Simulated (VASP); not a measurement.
Write the native input for VASP 6.6.1 that does the following.

| Item | Value |
| --- | --- |
| Task | electric field gradients |
| Functional | PBE |
| Potentials or basis | VASP PAW PBE potentials, release 64 (Mn_pv, O) |
| Cutoff | 520 eV |
| k mesh | 16 × 16 × 16 |
| Occupations | fermi-dirac, width 0.05 eV |
| Spin | collinear spin, ferromagnetic start |
| Starting moments | [4.0, 0.0] μB |
| Dipole correction | no |
| Further INCAR settings | ALGO = Normal; EDIFF = 1e-08; NBANDS = 20 |

The structure of MnO lies in POSCAR:

```
MnO
1.0
    0.0000000000      2.2220000000      2.1775600000
    2.2220000000      0.0000000000      2.1775600000
    2.2220000000      2.2220000000      0.0000000000
Mn O
1 1
Direct
    0.0000000000      0.0000000000      0.0000000000
    0.5000000000      0.5000000000      0.5000000000
```

This cell differs from its parent crystal: zz strain of -2 %.

These files were run (other wordings do the same):

INCAR

```
PREC     = Accurate       # precision mode
ENCUT    = 520            # plane-wave cutoff, eV
EDIFF    = 1E-8           # SCF threshold, eV
ISMEAR   = -1             # smearing method
SIGMA    = 0.05           # smearing width, eV
LREAL    = False          # projectors in reciprocal space
LASPH    = True           # aspherical terms in the spheres
NELM     = 150            # most SCF steps
ALGO     = Normal         # electronic algorithm
ISIF     = 2              # what is computed and relaxed
LWAVE    = False          # write WAVECAR
LCHARG   = False          # write CHGCAR
ISPIN    = 2              # spin polarisation
MAGMOM   = 4 0            # initial moments
LORBIT   = 11             # projections on sites
LMAXMIX  = 4              # l up to which the mixer works
GGA      = PE             # functional
LEFG     = True         
NBANDS   = 20             # bands
```

KPOINTS

```
regular mesh
0
Gamma
  16 16 16
```

Potentials or basis: VASP PAW PBE potentials, release 64 (Mn_pv, O).

Launch:

```console
$ cat potpaw_PBE.64/Mn_pv/POTCAR potpaw_PBE.64/O/POTCAR > POTCAR
$ mpirun -np 1 vasp_std > vasp.out
```

It gave:

```yaml
Pressure: 2.4 GPa
Net_moment: 4.71 μB per cell
Site_moments: Mn +4.28; O +0.20 μB
Largest_electric_field_gradient_by_atom: Mn -5.5; O +3.5 V/Å²
Valence_electrons_inside_the_program's_atomic_spheres: Mn 11.38; O 4.98
```

Caveat: the cell differs from its parent crystal (zz strain of -2 %); without QUAD_EFG the Cq values of the log hold for a quadrupole moment of 1 mb, not for the nuclei; a cell with one magnetic atom can't hold antiferromagnetic order, which such compounds often take.

Wall time 6.3 min on 1 thread of AMD EPYC 7R13 Processor (Zen 3) (shared host), peak memory 0.29 GiB.
